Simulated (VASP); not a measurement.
# WSe (F-43m) in VASP: a series of runs

WSe is run at these levels: r2SCAN, PBE; tasks: single point, relaxation of cell and atoms.

Everything below comes from runs of VASP 6.6.1. Logs are shortened: lines on timing, memory, paths and dates and some standing lists are left out, and cuts for length are marked.

## 1. The cell of the first run

Symmetry: F-43m, No. 216, cubic system. Conventional cell: a = 5.678 Å, b = 5.678 Å, c = 5.678 Å, α = 90.00°, β = 90.00°, γ = 90.00°. W (site symmetry -43m) has 4 Se at 2.46 Å within 3.2 Å. Se (site symmetry -43m) has 4 W at 2.46 Å within 3.2 Å.

## 2. Single point, r2SCAN, collinear spin, ferromagnetic start

Input file POSCAR:

```
WSe
1.0
    0.0000000000      2.8388664208      2.8388664208
    2.8388664208      0.0000000000      2.8388664208
    2.8388664208      2.8388664208      0.0000000000
W Se
1 1
Direct
    0.0000000000      0.0000000000      0.0000000000
    0.2500000000      0.2500000000      0.2500000000
```

Input file INCAR.step1:

```
PREC = Accurate
ENCUT = 520
ISMEAR = 0
SIGMA = 0.1
LREAL = False
LASPH = True
NELM = 150
ISPIN = 2
MAGMOM = 1 0
LMAXMIX = 4
NBANDS = 21
GGA = PE
ALGO = Normal
EDIFF = 1E-4
LWAVE = True
LCHARG = False
```

Input file INCAR.step2:

```
PREC = Accurate
ENCUT = 520
EDIFF = 1E-6
ISMEAR = 0
SIGMA = 0.1
LREAL = False
LASPH = True
NELM = 150
ALGO = Normal
ISIF = 2
LWAVE = False
LCHARG = False
ISPIN = 2
MAGMOM = 1 0
LORBIT = 11
LMAXMIX = 4
METAGGA = R2SCAN
LMIXTAU = True
NBANDS = 21
ISTART = 1
```

Input file KPOINTS:

```
Automatic mesh
0
Gamma
  12 12 12
```

Potentials or basis: VASP PAW PBE potentials, release 64 (W_sv, Se).

Started as:

```
$ cat potpaw_PBE.64/W_sv/POTCAR potpaw_PBE.64/Se/POTCAR > POTCAR
$ cp INCAR.step1 INCAR
$ mpirun -np 1 vasp_std > vasp.out
$ cp INCAR.step2 INCAR
$ mpirun -np 1 vasp_std > vasp.out
```

OUTCAR:

```text
PREC = Accurate
   ENCUT = 520
   EDIFF = 1E-6
   ISMEAR = 0
   LREAL = False
   LASPH = True
   NELM = 150
   ISIF = 2
   ISPIN = 2
   LORBIT = 11
   METAGGA = R2SCAN
   ISTART = 1

 ion  position               nearest neighbor table
   1  0.000  0.000  0.000-   2 2.46   2 2.46   2 2.46   2 2.46
   2  0.250  0.250  0.250-   1 2.46   1 2.46   1 2.46   1 2.46

  LATTYP: Found a face centered cubic cell.
 ALAT       =     5.6777328416

  Lattice vectors:

 A1 = (   0.0000000000,   2.8388664208,   2.8388664208)
 A2 = (   2.8388664208,   0.0000000000,   2.8388664208)
 A3 = (   2.8388664208,   2.8388664208,   0.0000000000)

Analysis of symmetry for initial positions (statically):
=====================================================================
 Subroutine PRICEL returns:
 Original cell was already a primitive cell.

 Routine SETGRP: Setting up the symmetry group for a
 face centered cubic supercell.

 Subroutine GETGRP returns: Found 24 space group operations
 (whereof 24 operations were pure point group operations)
 out of a pool of 48 trial point group operations.

The static configuration has the point symmetry T_d .

Analysis of symmetry for dynamics (positions and initial velocities):
=====================================================================
 Subroutine PRICEL returns:
 Original cell was already a primitive cell.

 Routine SETGRP: Setting up the symmetry group for a
 face centered cubic supercell.

 Subroutine GETGRP returns: Found 24 space group operations
 (whereof 24 operations were pure point group operations)
 out of a pool of 48 trial point group operations.

The dynamic configuration has the point symmetry T_d .

Analysis of structural, dynamic, and magnetic symmetry:
=====================================================================
 Subroutine PRICEL returns:
 Original cell was already a primitive cell.

 Routine SETGRP: Setting up the symmetry group for a
 face centered cubic supercell.

 Subroutine GETGRP returns: Found 24 space group operations
 (whereof 24 operations were pure point group operations)
 out of a pool of 48 trial point group operations.

The overall configuration has the point symmetry T_d .

 Subroutine INISYM returns: Found 24 space group operations
 (whereof 24 operations are pure point group operations),
 and found     1 'primitive' translations

----------------------------------------------------------------------------------------

                                     Primitive cell

  volume of cell :      45.7578

  direct lattice vectors                    reciprocal lattice vectors
     0.000000000  2.838866421  2.838866421    -0.176126639  0.176126639  0.176126639
     2.838866421  0.000000000  2.838866421     0.176126639 -0.176126639  0.176126639
     2.838866421  2.838866421  0.000000000     0.176126639  0.176126639 -0.176126639

  length of vectors
     4.014763394  4.014763394  4.014763394     0.305060287  0.305060287  0.305060287

  position of ions in fractional coordinates (direct lattice)
     0.000000000  0.000000000  0.000000000
     0.250000000  0.250000000  0.250000000

  ion indices of the primitive-cell ions
   primitive index   ion index
                 1           1
                 2           2

----------------------------------------------------------------------------------------

 KPOINTS: Automatic mesh

Automatic generation of k-mesh.
 Grid dimensions read from file:
 generate k-points for:   12   12   12

 Generating k-lattice:

  Cartesian coordinates                     Fractional coordinates (reciprocal lattice)
    -0.014677220  0.014677220  0.014677220     0.083333333  0.000000000  0.000000000
     0.014677220 -0.014677220  0.014677220     0.000000000  0.083333333  0.000000000
     0.014677220  0.014677220 -0.014677220     0.000000000  0.000000000  0.083333333

  Length of vectors
     0.025421691  0.025421691  0.025421691

  Shift w.r.t. Gamma in fractional coordinates (k-lattice)
     0.000000000  0.000000000  0.000000000

 Subroutine IBZKPT returns following result:
 ===========================================

 Found     72 irreducible k-points:

 Following reciprocal coordinates:
            Coordinates               Weight
  0.000000  0.000000  0.000000      1.000000
  0.083333  0.000000  0.000000      8.000000
  0.166667  0.000000  0.000000      8.000000
  0.250000  0.000000  0.000000      8.000000
  0.333333  0.000000  0.000000      8.000000
  0.416667  0.000000  0.000000      8.000000
[... 16 lines left out ...]
  0.500000  0.166667  0.000000     24.000000
 -0.416667  0.166667  0.000000     24.000000
 [... further k-points ...]
   k-points           NKPTS =     72   k-points in BZ     NKDIM =     72   number of bands    NBANDS=     21
   number of dos      NEDOS =    301   number of ions     NIONS =      2
   total plane-waves  NPLWV =  27000
   dimension x,y,z NGX =    30 NGY =   30 NGZ =   30
   dimension x,y,z NGXF=    60 NGYF=   60 NGZF=   60
   ions per type =               1   1
   NGX,Y,Z   is equivalent  to a cutoff of  12.42, 12.42, 12.42 a.u.
   NGXF,Y,Z  is equivalent  to a cutoff of  24.85, 24.85, 24.85 a.u.
 SYSTEM =  unknown system
   PREC   = accura    normal or accurate (medium, high low for compatibility)
   ISTART =      1    job   : 0-new  1-cont  2-samecut
   ICHARG =      0    charge: 1-file 2-atom 10-const
   ISPIN  =      2    spin polarized calculation?
   LNONCOLLINEAR =      F non collinear calculations
   LSORBIT =      F    spin-orbit coupling
   LASPH  =      T    aspherical Exc in radial PAW
   ENCUT  =  520.0 eV  38.22 Ry    6.18 a.u.   7.46  7.46  7.46*2*pi/ulx,y,z
   NELM   =    150;   NELMIN=  2; NELMDL=  0     # of ELM steps
   EDIFF  = 0.1E-05   stopping-criterion for ELM
   LREAL  =      F    real-space projection
   EDIFFG = 0.1E-04   stopping-criterion for IOM
   NSW    =      0    number of steps for IOM
   IBRION =     -1    ionic relax: 0-MD 1-quasi-New 2-CG
   NFREE  =      0    steps in history (QN), initial steepest desc. (CG)
   ISIF   =      2    stress and relaxation
   ISYM   =      2    0-nonsym 1-usesym 2-fastsym
   POTIM  = 0.5000    time-step for ionic-motion
   TEBEG  =    0.0;   TEEND  =   0.0 temperature during run
   PSTRESS=    0.0 pullay stress
   NELECT =      20.0000    total number of electrons
   NUPDOWN=      -1.0000    fix difference up-down
   EMIN   =  10.00;   EMAX   =-10.00  energy-range for DOS
   EFERMI =   0.00;   METHOD = LEGACY
   ISMEAR =     0;   SIGMA  =   0.10  broadening in eV -4-tet -1-fermi 0-gaus
   EFERMI_NEDOS =   21; number of points for ismear=-14 and -15
   IALGO  =     38    algorithm
   IMIX   =      4    mixing-type and parameters
     AMIX     =   0.40;   BMIX     =  1.00
     AMIX_MAG =   1.60;   BMIX_MAG =  1.00
  volume/ion in A,a.u.               =      22.88       154.39
  Fermi-wavevector in a.u.,A,eV,Ry     =   1.242405  2.347805 21.001549  1.543570
  Thomas-Fermi vector in A             =   2.376761
   LORBIT       =     11    0 simple, 1 ext, 2 COOP (PROOUT), +10 PAW based schemes
   METAGGA = R2SCAN    functional components
   LHFCALC =     F    Hartree Fock is set to
   AEXX    =    0.0000 exact exchange contribution
   IVDW    =     0    specifies the selected vdW correction
   LEPSILON=     F    determine dielectric tensor
   LRPA    =     F    only Hartree local field effects (RPA)
 spin polarized calculation
 Gauss-broadening in eV      SIGMA  =   0.10
  energy-cutoff  :      520.00
  volume of cell :       45.76
 maximum number of plane-waves:      1258
 NGX is ok and might be reduce to    30
   NGX = 15   NGY = 15   NGZ = 15

 number of electron      20.0000000 magnetization       1.3512744

 Free energy of the ion-electron system (eV)
  ---------------------------------------------------
  ext. energy  EPLUGINS =         0.00000000
  ---------------------------------------------------
  free energy    TOTEN  =       -63.79550005 eV

  energy without entropy =      -63.78836890  energy(sigma->0) =      -63.79193448

 E-fermi :   6.1272     XC(G=0): -11.0611

 val. band max:        6.1161000356   @ k =   0.0833   0.0833   0.0000
 cond. band min:       6.1299952289   @ k =   0.5000   0.0000   0.0000
 fundamental gap:      0.0138951933
 Fermi energy:         6.1271902249

 spin component 1

 k-point     1 :       0.0000    0.0000    0.0000
  band No.  band energies     occupation
      1     -70.2719      1.00000
      2     -34.0330      1.00000
      3     -34.0330      1.00000
      4     -34.0330      1.00000
      5     -10.0470      1.00000
      6       0.3246      1.00000
[... 13 lines left out ...]
     20      19.6600      0.00000
     21      19.6600      0.00000
[... 529 lines left out ...]
 k-point    24 :      -0.4167    0.1667    0.0000
  band No.  band energies     occupation
      1     -70.2707      1.00000
      2     -34.0775      1.00000
      3     -34.0479      1.00000
      4     -34.0419      1.00000
      5      -9.1364      1.00000
      6      -0.5956      1.00000
[... 13 lines left out ...]
     20      19.5410      0.00000
     21      22.1843      0.00000

 [... further k-points ...]

 spin component 2

 k-point     1 :       0.0000    0.0000    0.0000
  band No.  band energies     occupation
      1     -69.6984      1.00000
      2     -33.2017      1.00000
      3     -33.2017      1.00000
      4     -33.2017      1.00000
      5     -10.0076      1.00000
      6       0.5046      1.00000
[... 13 lines left out ...]
     20      19.8621      0.00000
     21      19.8621      0.00000
[... 529 lines left out ...]
 k-point    24 :      -0.4167    0.1667    0.0000
  band No.  band energies     occupation
      1     -69.6972      1.00000
      2     -33.2475      1.00000
      3     -33.2170      1.00000
      4     -33.2108      1.00000
      5      -9.1649      1.00000
      6      -0.3465      1.00000
[... 13 lines left out ...]
     20      19.9074      0.00000
     21      22.5767      0.00000

 [... further k-points ...]

------------------------ aborting loop because EDIFF is reached ----------------------------------------

  FORCE on cell =-STRESS in cart. coord.  units (eV):
  Direction    XX          YY          ZZ          XY          YZ          ZX
  --------------------------------------------------------------------------------------
  -------------------------------------------------------------------------------------
  Total       -0.5032842     -0.5032842     -0.5032842      0.0000000      0.0000000     -0.0000000
  in kB      -17.6221557    -17.6221557    -17.6221557      0.0000000      0.0000000     -0.0000000
  external PRESSURE =     -17.6221557 kB  Pullay stress =       0.0000000 kB

 VOLUME and BASIS-vectors are now :
 -----------------------------------------------------------------------------
  energy-cutoff  :      520.00
  volume of cell :       45.76
      direct lattice vectors                 reciprocal lattice vectors
     0.000000000  2.838866421  2.838866421    -0.176126639  0.176126639  0.176126639
     2.838866421  0.000000000  2.838866421     0.176126639 -0.176126639  0.176126639
     2.838866421  2.838866421  0.000000000     0.176126639  0.176126639 -0.176126639

 POSITION                                       TOTAL-FORCE (eV/Angst)
 -----------------------------------------------------------------------------------
      0.00000      0.00000      0.00000         0.000000      0.000000      0.000000
      1.41943      1.41943      1.41943        -0.000000     -0.000000     -0.000000
 -----------------------------------------------------------------------------------
    total drift:                               -0.000000     -0.000000     -0.000000

  FREE ENERGIE OF THE ION-ELECTRON SYSTEM (eV)
  ---------------------------------------------------
  free  energy   TOTEN  =       -63.7955000507 eV

  energy  without entropy=      -63.7883689032  energy(sigma->0) =      -63.79193448

 total charge

# of ion       s       p       d       tot
------------------------------------------
    1        2.305   6.167   3.514  11.986
    2        1.412   2.464   0.159   4.034
--------------------------------------------------
tot          3.717   8.630   3.673  16.020

 magnetization (x)

# of ion       s       p       d       tot
------------------------------------------
    1        0.045   0.017   1.055   1.118
    2       -0.006  -0.045   0.028  -0.023
--------------------------------------------------
tot          0.040  -0.028   1.084   1.095
```

Run time: 13 min. Hardware: 1 thread of AMD EPYC 9R45, shared host; peak memory 0.24 GiB.

Results:

- Free energy: -63.7955 eV
- Pressure: -1.8 GPa
- Net moment: 1.35 μB per cell
- Site moments: W +1.12; Se -0.02 μB
- Valence electrons inside the program's atomic spheres: W 11.99; Se 4.03

Levels at points of the mesh, in eV from the Fermi level:
Spin up:
```
           k point  band 7  band 8  band 9  band 10  band 11  band 12  band 13  band 14  band 15  band 16
(0.00, 0.00, 0.00)   -5.80   -5.80   -1.60    -1.60     0.35     4.52     4.52     4.52     7.02     7.02
(0.50, 0.00, 0.00)   -5.48   -5.48   -1.10    -1.10    -0.53     2.10     2.10     3.02     8.33     8.97
(0.50, 0.50, 0.00)   -4.73   -4.73   -1.97    -1.37    -0.71     0.58     0.58     6.28     7.02     9.79
```
Spin down:
```
           k point  band 6  band 7  band 8  band 9  band 10  band 11  band 12  band 13
(0.00, 0.00, 0.00)   -5.62   -5.62   -5.62    0.18     0.18     0.76     4.77     4.77
(0.50, 0.00, 0.00)   -6.67   -5.20   -5.20    0.00     0.53     0.53     2.44     2.44
(0.50, 0.50, 0.00)   -7.05   -4.62   -4.62   -1.67     0.12     1.05     1.05     1.31
```

Caveat: the PAW data sets were made with another functional, which shifts forces and pressure a little; spin-orbit coupling is left out, which moves the levels of the heavy elements.

## 3. Relaxation of cell and atoms, PBE, collinear spin, ferromagnetic start

Input file INCAR:

```
ALGO = Normal ; EDIFF = 1E-6
EDIFFG = -0.01 ; ENCUT = 600
GGA = PE ; IBRION = 2
ISIF = 3 ; ISMEAR = 0
ISPIN = 2 ; LASPH = True
LCHARG = False ; LMAXMIX = 4
LORBIT = 11 ; LREAL = False
LWAVE = False ; MAGMOM = 1 0
NELM = 150 ; NSW = 80
PREC = Accurate ; SIGMA = 0.1
```

Input file KPOINTS:

```
k-points
0
Gamma
  12 12 12
```

POSCAR is that of step 2.

Potentials or basis: VASP PAW PBE potentials, release 64 (W_sv, Se).

Started as:

```
$ cat potpaw_PBE.64/W_sv/POTCAR potpaw_PBE.64/Se/POTCAR > POTCAR
$ mpirun -np 1 vasp_std > vasp.out
```

OUTCAR:

```text
EDIFF = 1E-6
   EDIFFG = -0.01
   ENCUT = 600
   GGA = PE
   IBRION = 2
   ISIF = 3
   ISMEAR = 0
   ISPIN = 2
   LASPH = True
   LORBIT = 11
   LREAL = False
   NELM = 150
   NSW = 80
   PREC = Accurate

 ion  position               nearest neighbor table
   1  0.000  0.000  0.000-   2 2.46   2 2.46   2 2.46   2 2.46
   2  0.250  0.250  0.250-   1 2.46   1 2.46   1 2.46   1 2.46

  LATTYP: Found a face centered cubic cell.
 ALAT       =     5.6777328416

  Lattice vectors:

 A1 = (   0.0000000000,   2.8388664208,   2.8388664208)
 A2 = (   2.8388664208,   0.0000000000,   2.8388664208)
 A3 = (   2.8388664208,   2.8388664208,   0.0000000000)

Analysis of symmetry for initial positions (statically):
=====================================================================
 Subroutine PRICEL returns:
 Original cell was already a primitive cell.

 Routine SETGRP: Setting up the symmetry group for a
 face centered cubic supercell.

 Subroutine GETGRP returns: Found 24 space group operations
 (whereof 24 operations were pure point group operations)
 out of a pool of 48 trial point group operations.

The static configuration has the point symmetry T_d .

Analysis of symmetry for dynamics (positions and initial velocities):
=====================================================================
 Subroutine PRICEL returns:
 Original cell was already a primitive cell.

 Routine SETGRP: Setting up the symmetry group for a
 face centered cubic supercell.

 Subroutine GETGRP returns: Found 24 space group operations
 (whereof 24 operations were pure point group operations)
 out of a pool of 48 trial point group operations.

The dynamic configuration has the point symmetry T_d .

[... 249 lines left out ...]

 spin component 1

 k-point     1 :       0.0000    0.0000    0.0000
  band No.  band energies     occupation
      1     -68.2354      1.00000
      2     -32.5838      1.00000
      3     -32.5838      1.00000
      4     -32.5838      1.00000
      5      -9.3082      1.00000
      6       0.6772      1.00000
      7       0.6772      1.00000
      8       0.6772      1.00000
      9       5.0185      1.00000
     10       5.0185      1.00000
     11       6.2564      0.00018
     12      10.4180      0.00000
     13      10.4180      0.00000
     14      10.4180      0.00000
[... 403 lines left out ...]
      4     -32.5918      1.00000
      5      -8.4538      1.00000
      6      -0.2036      1.00000
      7       0.7560      1.00000
      8       1.1815      1.00000
      9       4.9231      1.00000
     10       5.2207      1.00000
     11       5.6946      0.99999
     12       7.7941      0.00000
     13       8.2119      0.00000
     14       9.9172      0.00000
     15      13.4424      0.00000

 [... further k-points ...]

 spin component 2

 k-point     1 :       0.0000    0.0000    0.0000
  band No.  band energies     occupation
      1     -67.7790      1.00000
      2     -31.9659      1.00000
      3     -31.9659      1.00000
      4     -31.9659      1.00000
      5      -9.2313      1.00000
      6       0.9107      1.00000
      7       0.9107      1.00000
      8       0.9107      1.00000
      9       6.0586      0.21969
     10       6.0586      0.21968
     11       6.5519      0.00000
     12      10.7134      0.00000
     13      10.7134      0.00000
     14      10.7134      0.00000
[... 444 lines left out ...]
  FREE ENERGIE OF THE ION-ELECTRON SYSTEM (eV)
  ---------------------------------------------------
  free  energy   TOTEN  =       -14.4336616628 eV

  energy  without entropy=      -14.4225276725  energy(sigma->0) =      -14.42809467

 reached required accuracy - stopping structural energy minimisation

 total charge

# of ion       s       p       d       tot
------------------------------------------
    1        2.311   6.162   3.527  11.999
    2        1.416   2.419   0.156   3.991
--------------------------------------------------
tot          3.728   8.580   3.682  15.991

 magnetization (x)

# of ion       s       p       d       tot
------------------------------------------
    1        0.036   0.015   0.978   1.029
    2       -0.006  -0.035   0.029  -0.012
--------------------------------------------------
tot          0.030  -0.020   1.007   1.017
```

Wall time 4.7 min (1 thread of AMD EPYC 9R45, shared host); peak memory 0.26 GiB.

What came out:

```
Free energy                                           : -14.4337 eV
Relaxed volume                                        : 22.93 Å³/atom
Relaxed cell                                          : a = 4.018 Å, b = 4.018 Å, c = 4.018 Å, α = 60.00°, β = 60.00°, γ = 60.00°
Space group after relaxing (to 0.05 Å)                : F-43m (No. 216)
Energy gained by relaxing                             : 0.0 meV/atom
Ionic steps                                           : 3
Pressure after relaxing                               : 0.0 GPa
Net moment                                            : 1.29 μB per cell
Site moments                                          : W +1.03; Se -0.01 μB
Valence electrons inside the program's atomic spheres : W 12.00; Se 3.99
```

Final structure:
```xyz
2
Lattice="0.0000 2.8409 2.8409 2.8409 0.0000 2.8409 2.8409 2.8409 0.0000" Properties=species:S:1:pos:R:3 pbc="T T T"
W     0.0000    0.0000    0.0000
Se    1.4204    1.4204    1.4204
```

Levels at points of the mesh, in eV from the Fermi level:
Spin up:
```csv
k point,band 9,band 10,band 11,band 12,band 13,band 14
"(0.00, 0.00, 0.00)",-0.99,-0.99,0.25,4.41,4.41,4.41
"(0.50, 0.00, 0.00)",-0.58,-0.58,-0.44,2.10,2.10,2.90
"(0.50, 0.50, 0.00)",-1.86,-0.90,-0.11,0.63,0.63,6.12
```
Spin down:
```tsv
k point	band 7	band 8	band 9	band 10	band 11	band 12
(0.00, 0.00, 0.00)	-5.09	-5.09	0.05	0.05	0.55	4.71
(0.50, 0.00, 0.00)	-4.70	-4.70	0.06	0.40	0.40	2.47
(0.50, 0.50, 0.00)	-4.11	-4.11	-1.49	-0.02	1.06	1.12
```

Caveat: spin-orbit coupling is left out, which moves the levels of the heavy elements.
